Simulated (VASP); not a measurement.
Wanted: the native input for a VASP 6.6.1 run.

```yaml
Task: single point
Functional: LDA
Potentials_or_basis: VASP PAW LDA potentials, release 64 (Mg, B)
Cutoff: 520 eV
k_mesh: 10 × 10 × 8
Occupations: fermi-dirac, width 0.05 eV
Spin: no spin polarisation
Dipole_correction: no
Further_INCAR_settings: ALGO = Normal; EDIFF = 1e-06; NBANDS = 11
```

The structure of MgB2 lies in POSCAR:

```
MgB2
1.0
    3.1054310590      0.0000000000      0.0000000000
   -1.5527155295      2.6893821868      0.0000000000
    0.0000000000      0.0000000000      3.5463318058
Mg B
1 2
Direct
    0.0000000000      0.0000000000      0.0000000000
    0.6666666667      0.3333333333      0.5000000000
    0.3333333333      0.6666666667      0.5000000000
```

The input as run:

INCAR

```
SYSTEM = MgB2
PREC = Accurate ; ENCUT = 520
EDIFF = 1E-6 ; ISMEAR = -1
SIGMA = 0.05 ; LREAL = .False.
LASPH = .True. ; NELM = 100
ALGO = Normal ; ISIF = 2
LWAVE = .False. ; LCHARG = .True.
GGA = CA ; LELF = .True.
LVHAR = .True. ; NBANDS = 11
```

KPOINTS

```
regular mesh
0
Gamma
  10 10 8
  0 0 0
```

Potentials or basis: VASP PAW LDA potentials, release 64 (Mg, B).

Launch:

```bash
$ cat potpaw_LDA.64/Mg/POTCAR potpaw_LDA.64/B/POTCAR > POTCAR
$ mpirun -np 1 vasp_std > vasp.out
```

It gave:

* Pressure: -10.7 GPa
* Band gap on the k mesh: zero (band 4 reaches 6.19 eV, above the bottom of band 5 at 3.76 eV)

It took 8.2 s on 1 thread of Intel(R) Xeon(R) Platinum 8488C (Sapphire Rapids), with other jobs on the host, peak memory 0.14 GiB.
